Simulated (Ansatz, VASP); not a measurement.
## One calculation of Mg3CdSe4, two programs

The input INCAR:

```
SYSTEM = Mg3CdSe4
ALGO     = Normal         ! electronic algorithm
EDIFF    = 1E-6           ! SCF threshold, eV
EDIFFG   = -0.025         ! ionic threshold
ENCUT    = 600            ! plane-wave cutoff, eV
GGA      = PE             ! functional
IBRION   = 2              ! ionic algorithm
ISIF     = 3              ! what is computed and relaxed
ISMEAR   = 0              ! smearing method
LASPH    = .True.         ! aspherical terms in the spheres
LCHARG   = .False.        ! write CHGCAR
LREAL    = .False.        ! projectors in reciprocal space
LWAVE    = .False.        ! write WAVECAR
NELM     = 100            ! most SCF steps
NSW      = 80             ! ionic steps
PREC     = Accurate       ! precision mode
SIGMA    = 0.1            ! smearing width, eV
```

Contents of KPOINTS:

```
k-points
0
Gamma
  2 2 2
  0 0 0
```

Contents of POSCAR:

```
Mg3CdSe4
1.0
    5.9680943572     -0.0003239483      0.0002429237
   -0.0003239483      6.0583277769     -0.0348372091
    0.0002429237     -0.0348372091      6.1178783059
Mg Cd Se
3 1 4
Direct
    0.9996013317      0.0015231487      0.5046730335
    1.0054650729      0.5097956952      0.0037932872
    0.5198685207      0.0079692898     -0.0133047419
    0.4897961355      0.5002404776      0.4991813507
    0.7618642582      0.7490741870      0.2448070840
    0.7502545284      0.2383786717      0.7606770013
    0.2360544786      0.7453635401      0.7534948240
    0.2370956740      0.2476549898      0.2466781612
```

Input for Ansatz:

```yaml
crystal:
  lattice:
    - [5.9680943572, -0.0003239483, 0.0002429237]
    - [-0.0003239483, 6.0583277769, -0.0348372091]
    - [0.0002429237, -0.0348372091, 6.1178783059]
  atoms:
    - { symbol: Mg, position: [0.9996013317, 0.0015231487, 0.5046730335] }
    - { symbol: Mg, position: [1.0054650729, 0.5097956952, 0.0037932872] }
    - { symbol: Mg, position: [0.5198685207, 0.0079692898, -0.0133047419] }
    - { symbol: Cd, position: [0.4897961355, 0.5002404776, 0.4991813507] }
    - { symbol: Se, position: [0.7618642582, 0.749074187, 0.244807084] }
    - { symbol: Se, position: [0.7502545284, 0.2383786717, 0.7606770013] }
    - { symbol: Se, position: [0.2360544786, 0.7453635401, 0.753494824] }
    - { symbol: Se, position: [0.237095674, 0.2476549898, 0.2466781612] }
basis:
  ecutwfc: 420
kpoints:
  mp_grid: { grid: [2, 2, 2] }
hamiltonian:
  xc: pbe
scf:
  occupations: { method: gaussian, width: 0.1 }
  lower_state_search: "off"
output:
  forces: true
  stress: true
  eigenvalues: true
relax:
  adjacent_minimum: "off"
  f_tol: 0.025
  max_steps: 60
  cell: { stress_tol: 0.25 }
```

Change from the starting cell: cell x1, atoms moved at random (sigma 0.05 Å) and cell strained at random (1.5 %), then relaxed without symmetry.

Alike in both runs: task relaxation of cell and atoms; functional PBE; k mesh 2 × 2 × 2; occupations gaussian, width 0.1 eV; no spin polarisation.

|  | VASP | Ansatz |
| --- | --- | --- |
| version | VASP 6.6.1 | Ansatz 0.2.0 |
| potentials or method | VASP PAW PBE potentials, release 64 (Mg, Cd, Se), cutoff 600 eV | scalar-relativistic, plane waves, PAW |
| valence electrons in the cell | 42 | 114 |

Ansatz gave:

```
gap on the k mesh at the Fermi level, each at its own relaxed structure (eV) : 1.92
relaxed volume (Å³/atom)                                                     : 27.61
relaxed cell length with the largest relative difference (Å)                 : 6.039
```

Task: Which values does VASP return?

Result: gap on the k mesh at the Fermi level, each at its own relaxed structure (eV): 1.91; relaxed volume (Å³/atom): 27.67; relaxed cell length with the largest relative difference (Å): 6.047.

VASP's potentials hold 42 valence electrons a cell and Ansatz's 114, so a difference there can come from the potentials and not from the codes.

The k mesh is coarse, so the values compare programs but aren't converged.
